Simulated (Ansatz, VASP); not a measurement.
**C in VASP and in Ansatz**

```xyz
8
Lattice="3.5603 0.0000 0.0000 0.0000 -3.5603 0.0000 0.0000 0.0000 -3.5603" Properties=species:S:1:pos:R:3 pbc="T T T"
C     1.8725    0.0924    0.0924
C     0.0000   -1.7801    0.0000
C     0.0000    0.0000   -1.7801
C     1.7801   -1.7801   -1.7801
C     2.6702   -2.6702   -2.6702
C     0.8901   -0.8901   -2.6702
C     0.8901   -2.6702   -0.8901
C     2.6702   -0.8901   -0.8901
```

Alike in both runs: task single point; functional r2SCAN; k mesh 6 × 6 × 6; occupations gaussian, width 0.05 eV; no spin polarisation.

|  | VASP | Ansatz |
| --- | --- | --- |
| version | VASP 6.6.1 | Ansatz 0.2.0 |
| potentials or method | VASP PAW PBE potentials, release 64 (C), cutoff 520 eV | scalar-relativistic, plane waves, PAW |
| valence electrons in the cell | 32 | 32 |

```csv
,VASP,Ansatz,Ansatz less VASP
gap on the k mesh at the Fermi level (eV),3.79,3.82,+0.027
least direct gap on the mesh (eV),3.87,3.90,+0.026
pressure (GPa),4.5,3.4,-1.10
"traceless stress, the component that is largest in VASP (GPa)",2.93,2.81,-0.120
rms of the force components (eV/Å),2.150,2.139,-0.0113
```

VASP's potentials were made for PBE, not for r2SCAN. Atom by atom the forces differ by 0.014 eV/Å (rms over components).
